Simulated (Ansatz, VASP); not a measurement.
# One calculation of CuO, two programs

File INCAR:

```
SYSTEM = CuO
ALGO = Normal ; EDIFF = 1E-6
ENCUT = 520 ; GGA = PS
ISIF = 2 ; ISMEAR = -1
LASPH = .TRUE. ; LCHARG = .FALSE.
LREAL = .FALSE. ; LWAVE = .FALSE.
NBANDS = 44 ; NELM = 80
PREC = Accurate ; SIGMA = 0.05
```

KPOINTS

```
k-points
0
G
  9 5 5
  0 0 0
```

POSCAR

```
CuO
1.0
   -2.3418500000      1.7113000000      0.0000000000
    0.8500300000      0.0000000000     -5.0578700000
   -2.3418500000     -5.1339000000      0.0000000000
Cu O
4 4
Direct
    0.2479969100      0.0006014900      0.2432966400
    0.7479969100      0.0006014900      0.7432966400
    0.9979969100      0.5006014900      0.4932966400
    0.4979969100      0.5006014900      0.9932966400
    0.7071969100      0.7506014900      0.2840966400
    0.2071969100      0.7506014900      0.7840966400
    0.7887969100      0.2506014900      0.2024966400
    0.3048216600      0.2457895500      0.7561235500
```

input.yaml

```yaml
crystal:
  lattice:
    - [-2.34185, 1.7113, 0.0]
    - [0.85003, 0.0, -5.05787]
    - [-2.34185, -5.1339, 0.0]
  atoms:
    - { symbol: Cu, position: [0.24799691, 0.00060149, 0.24329664] }
    - { symbol: Cu, position: [0.74799691, 0.00060149, 0.74329664] }
    - { symbol: Cu, position: [0.99799691, 0.50060149, 0.49329664] }
    - { symbol: Cu, position: [0.49799691, 0.50060149, 0.99329664] }
    - { symbol: O, position: [0.70719691, 0.75060149, 0.28409664] }
    - { symbol: O, position: [0.20719691, 0.75060149, 0.78409664] }
    - { symbol: O, position: [0.78879691, 0.25060149, 0.20249664] }
    - { symbol: O, position: [0.30482166, 0.24578955, 0.75612355] }
hamiltonian:
  xc: pbesol
  pseudopotentials: { kind: paw }
kpoints:
  mp_grid: { grid: [9, 5, 5] }
  band_path:
    path:
      - [[0.0, 0.0, -0.5], [0.0, 0.0, 0.0], [0.0, 0.5, 0.0]]
      - [[0.0, 0.5, -0.5], [0.0, 0.0, 0.0], [0.5, -0.5, 0.0]]
      - [[0.5, -0.5, -0.5], [0.0, 0.0, 0.0], [0.5, 0.0, 0.0]]
      - [[0.5, 0.0, -0.5], [0.0, 0.0, 0.0]]
    npoints: 10
scf:
  occupations: { method: fermi_dirac, width: 0.05 }
  n_extra_bands: 20
output:
  forces: true
  stress: true
  eigenvalues: true
  fatbands: false
```

Alike in both runs: functional PBEsol; k mesh 9 × 5 × 5; occupations fermi-dirac, width 0.05 eV; no spin polarisation.

|  | VASP | Ansatz |
| --- | --- | --- |
| version | VASP 6.6.1 | Ansatz 0.2.0 |
| potentials or method | VASP PAW PBE potentials, release 64 (Cu, O) | Ansatz PAW |
| plane-wave cutoff (eV) | 520 | 420 |
| valence electrons in the cell | 68 | 100 |
| task | single point | band structure |

Ansatz gave:

```
gap on the k mesh at the Fermi level (eV)                     : none
pressure (GPa)                                                : 0.4
traceless stress, the component that is largest in VASP (GPa) : 2.11
rms of the force components (eV/Å)                            : 0.736
```

Task: What did VASP give for the same quantities?

Result: gap on the k mesh at the Fermi level (eV): none; pressure (GPa): 1.2; traceless stress, the component that is largest in VASP (GPa): 2.26; rms of the force components (eV/Å): 0.757.

VASP's potentials were made for PBE, not for PBEsol. Atom by atom the forces differ by 0.030 eV/Å (rms over components). A gap of «none» marks a metal or a gap that the smearing closes. VASP's potentials hold 68 valence electrons a cell and Ansatz's 100, so a difference there can come from the potentials and not from the codes.
